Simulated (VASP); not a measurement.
# WS2 (P6_3/mmc) in VASP: notebook, part 2 of 2

VASP 6.6.1. The steps go on from the part before.

## 3. Single point, PBE

Contents of INCAR:

```
SYSTEM = WS2
  PREC = Accurate
  ENCUT = 520
  EDIFF = 1E-6
  ISMEAR = 0
  SIGMA = 0.02
  LREAL = .False.
  LASPH = .True.
  NELM = 60
  ALGO = Normal
  ISIF = 2
  LWAVE = .False.
  LCHARG = .False.
  GGA = PE
  NBANDS = 35
```

Contents of KPOINTS:

```
regular mesh
0
Gamma
  12 12 2
  0 0 0
```

Contents of POSCAR:

```
WS2
1.0
    3.1877223376      0.0000000029      0.0000000000
   -1.5938611713      2.7606485232      0.0000000000
    0.0000000000      0.0000000000     14.8337139492
W S
2 4
Direct
    0.3333333333      0.6666666667      0.2500000000
    0.6666666667      0.3333333333      0.7500000000
    0.3333333333      0.6666666667      0.6440762217
    0.6666666667      0.3333333333      0.1440762217
    0.3333333333      0.6666666667      0.8559237783
    0.6666666667      0.3333333333      0.3559237783
```

Potentials or basis: VASP PAW PBE potentials, release 64 (W_sv, S).

Command:

```sh
$ cat potpaw_PBE.64/W_sv/POTCAR potpaw_PBE.64/S/POTCAR > POTCAR
$ mpirun -np 1 vasp_std > vasp.out
```

OUTCAR:

```text
SYSTEM = WS2
   PREC = Accurate
   ENCUT = 520
   EDIFF = 1E-6
   ISMEAR = 0
   LREAL = .False.
   LASPH = .True.
   NELM = 60
   ISIF = 2
   GGA = PE

 ion  position               nearest neighbor table
   1  0.333  0.667  0.250-   4 2.42   6 2.42   4 2.42   6 2.42   4 2.42   6 2.42
   2  0.667  0.333  0.750-   3 2.42   5 2.42   3 2.42   5 2.42   3 2.42   5 2.42
   3  0.333  0.667  0.644-   2 2.42   2 2.42   2 2.42
   4  0.667  0.333  0.144-   1 2.42   1 2.42   1 2.42
   5  0.333  0.667  0.856-   2 2.42   2 2.42   2 2.42
   6  0.667  0.333  0.356-   1 2.42   1 2.42   1 2.42

  LATTYP: Found a hexagonal cell.
 ALAT       =     3.1877223376
 C/A-ratio  =     4.6533895924

  Lattice vectors:

 A1 = (   3.1877223376,   0.0000000029,   0.0000000000)
 A2 = (  -1.5938611713,   2.7606485232,   0.0000000000)
 A3 = (   0.0000000000,   0.0000000000,  14.8337139492)

Analysis of symmetry for initial positions (statically):
=====================================================================
 Subroutine PRICEL returns:
 Original cell was already a primitive cell.

 Routine SETGRP: Setting up the symmetry group for a
 hexagonal supercell.

 Subroutine GETGRP returns: Found 24 space group operations
 (whereof 12 operations were pure point group operations)
 out of a pool of 24 trial point group operations.

The static configuration has the point symmetry D_3d.
 The point group associated with its full space group is D_6h.

Analysis of symmetry for dynamics (positions and initial velocities):
=====================================================================
 Subroutine PRICEL returns:
 Original cell was already a primitive cell.

 Routine SETGRP: Setting up the symmetry group for a
 hexagonal supercell.

 Subroutine GETGRP returns: Found 24 space group operations
 (whereof 12 operations were pure point group operations)
 out of a pool of 24 trial point group operations.

The dynamic configuration has the point symmetry D_3d.
 The point group associated with its full space group is D_6h.

 Subroutine INISYM returns: Found 24 space group operations
 (whereof 12 operations are pure point group operations),
 and found     1 'primitive' translations

----------------------------------------------------------------------------------------

                                     Primitive cell

  volume of cell :     130.5394

  direct lattice vectors                    reciprocal lattice vectors
     3.187722338  0.000000003  0.000000000     0.313703608  0.181116863  0.000000000
    -1.593861171  2.760648523  0.000000000    -0.000000000  0.362233726  0.000000000
     0.000000000  0.000000000 14.833713949     0.000000000  0.000000000  0.067414001

  length of vectors
     3.187722338  3.187722338 14.833713949     0.362233726  0.362233726  0.067414001

  position of ions in fractional coordinates (direct lattice)
     0.333333333  0.666666667  0.250000000
     0.666666667  0.333333333  0.750000000
     0.333333333  0.666666667  0.644076222
     0.666666667  0.333333333  0.144076222
     0.333333333  0.666666667  0.855923778
     0.666666667  0.333333333  0.355923778

  ion indices of the primitive-cell ions
   primitive index   ion index
                 1           1
                 2           2
                 3           3
                 4           4
                 5           5
                 6           6

[... 25 lines left out ...]

 Following reciprocal coordinates:
            Coordinates               Weight
  0.000000  0.000000  0.000000      1.000000
  0.083333  0.000000  0.000000      6.000000
  0.166667 -0.000000  0.000000      6.000000
  0.250000 -0.000000  0.000000      6.000000
  0.333333 -0.000000  0.000000      6.000000
  0.416667 -0.000000  0.000000      6.000000
[... 16 lines left out ...]
  0.250000 -0.000000  0.500000      6.000000
  0.333333 -0.000000  0.500000      6.000000
 [... further k-points ...]
   k-points           NKPTS =     38   k-points in BZ     NKDIM =     38   number of bands    NBANDS=     35
   number of dos      NEDOS =    301   number of ions     NIONS =      6
   total plane-waves  NPLWV =  64512
   dimension x,y,z NGX =    24 NGY =   24 NGZ =  112
   dimension x,y,z NGXF=    48 NGYF=   48 NGZF=  224
   ions per type =               2   4
   NGX,Y,Z   is equivalent  to a cutoff of  12.52, 12.52, 12.55 a.u.
   NGXF,Y,Z  is equivalent  to a cutoff of  25.03, 25.03, 25.10 a.u.
 SYSTEM =  WS2
   PREC   = accura    normal or accurate (medium, high low for compatibility)
   ISTART =      0    job   : 0-new  1-cont  2-samecut
   ICHARG =      2    charge: 1-file 2-atom 10-const
   ISPIN  =      1    spin polarized calculation?
   LNONCOLLINEAR =      F non collinear calculations
   LSORBIT =      F    spin-orbit coupling
   LASPH  =      T    aspherical Exc in radial PAW
   ENCUT  =  520.0 eV  38.22 Ry    6.18 a.u.   5.93  5.93 27.58*2*pi/ulx,y,z
   NELM   =     60;   NELMIN=  2; NELMDL= -5     # of ELM steps
   EDIFF  = 0.1E-05   stopping-criterion for ELM
   LREAL  =      F    real-space projection
[... 7 lines left out ...]
   TEBEG  =    0.0;   TEEND  =   0.0 temperature during run
   PSTRESS=    0.0 pullay stress
   NELECT =      52.0000    total number of electrons
   NUPDOWN=      -1.0000    fix difference up-down
   EMIN   =  10.00;   EMAX   =-10.00  energy-range for DOS
   EFERMI =   0.00;   METHOD = LEGACY
   ISMEAR =     0;   SIGMA  =   0.02  broadening in eV -4-tet -1-fermi 0-gaus
   EFERMI_NEDOS =   21; number of points for ismear=-14 and -15
   IALGO  =     38    algorithm
   IMIX   =      4    mixing-type and parameters
     AMIX     =   0.40;   BMIX     =  1.00
     AMIX_MAG =   1.60;   BMIX_MAG =  1.00
  volume/ion in A,a.u.               =      21.76       146.82
  Fermi-wavevector in a.u.,A,eV,Ry     =   1.204561  2.276290 19.741605  1.450967
  Thomas-Fermi vector in A             =   2.340282
   LORBIT       =      0    0 simple, 1 ext, 2 COOP (PROOUT), +10 PAW based schemes
   GGA     = PE    functional components
   LHFCALC =     F    Hartree Fock is set to
   AEXX    =    0.0000 exact exchange contribution
   IVDW    =     0    specifies the selected vdW correction
   LEPSILON=     F    determine dielectric tensor
   LRPA    =     F    only Hartree local field effects (RPA)
 non-spin polarized calculation
 Gauss-broadening in eV      SIGMA  =   0.02
  energy-cutoff  :      520.00
  volume of cell :      130.54
 maximum number of plane-waves:      3558
 NGX is ok and might be reduce to    24
   NGX = 11   NGY = 11   NGZ = 55

 number of electron      52.0000001 magnetization

 Free energy of the ion-electron system (eV)
  ---------------------------------------------------
  ext. energy  EPLUGINS =         0.00000000
  ---------------------------------------------------
  free energy    TOTEN  =       -47.36391964 eV

  energy without entropy =      -47.36391964  energy(sigma->0) =      -47.36391964

 E-fermi :   5.0471     XC(G=0):  -9.5125

 val. band max:        4.7089102505   @ k =   0.0000   0.0000   0.0000
 cond. band min:       6.3480459437   @ k =   0.3333   0.3333   0.0000
 fundamental gap:      1.6391356932
 Fermi energy:         5.0471265240

 k-point     1 :       0.0000    0.0000    0.0000
  band No.  band energies     occupation
      1     -69.5073      2.00000
      2     -69.5073      2.00000
      3     -33.7353      2.00000
      4     -33.7353      2.00000
      5     -33.5913      2.00000
      6     -33.5913      2.00000
[... 901 lines left out ...]
     34       8.9724      0.00000
     35      11.1803      0.00000

 [... further k-points ...]

------------------------ aborting loop because EDIFF is reached ----------------------------------------

  FORCE on cell =-STRESS in cart. coord.  units (eV):
  Direction    XX          YY          ZZ          XY          YZ          ZX
  --------------------------------------------------------------------------------------
  -------------------------------------------------------------------------------------
  Total       -0.0318124     -0.0318124     -0.0480369     -0.0000000      0.0000000     -0.0000000
  in kB       -0.3904501     -0.3904501     -0.5895824     -0.0000000      0.0000000     -0.0000000
  external PRESSURE =      -0.4568275 kB  Pullay stress =       0.0000000 kB

 VOLUME and BASIS-vectors are now :
 -----------------------------------------------------------------------------
  energy-cutoff  :      520.00
  volume of cell :      130.54
      direct lattice vectors                 reciprocal lattice vectors
     3.187722338  0.000000003  0.000000000     0.313703608  0.181116863  0.000000000
    -1.593861171  2.760648523  0.000000000    -0.000000000  0.362233726  0.000000000
     0.000000000  0.000000000 14.833713949     0.000000000  0.000000000  0.067414001

 POSITION                                       TOTAL-FORCE (eV/Angst)
 -----------------------------------------------------------------------------------
     -0.00000      1.84043      3.70843        -0.000000     -0.000000      0.000000
      1.59386      0.92022     11.12529         0.000000      0.000000      0.000000
     -0.00000      1.84043      9.55404        -0.000000     -0.000000      0.000060
      1.59386      0.92022      2.13719         0.000000      0.000000      0.000060
     -0.00000      1.84043     12.69653         0.000000     -0.000000     -0.000060
      1.59386      0.92022      5.27967        -0.000000      0.000000     -0.000060
 -----------------------------------------------------------------------------------
    total drift:                               -0.000000      0.000000     -0.000000

  FREE ENERGIE OF THE ION-ELECTRON SYSTEM (eV)
  ---------------------------------------------------
  free  energy   TOTEN  =       -47.3639196434 eV

  energy  without entropy=      -47.3639196434  energy(sigma->0) =      -47.36391964
```

Wall time 4.3 min (1 thread of Intel Xeon 8259CL, shared host); peak memory 0.32 GiB.

What came out:

```yaml
Free_energy: -47.3639 eV
Pressure: 0.0 GPa
Band_gap_on_the_k_mesh: 1.64 eV (least direct gap 1.80 eV)
```

Caveat: spin-orbit coupling is left out, which moves the levels of the heavy elements; this functional lacks dispersion, which binds layers or chains, so the pressure and a relaxed spacing across them are unreliable. A k mesh can miss the band edges.
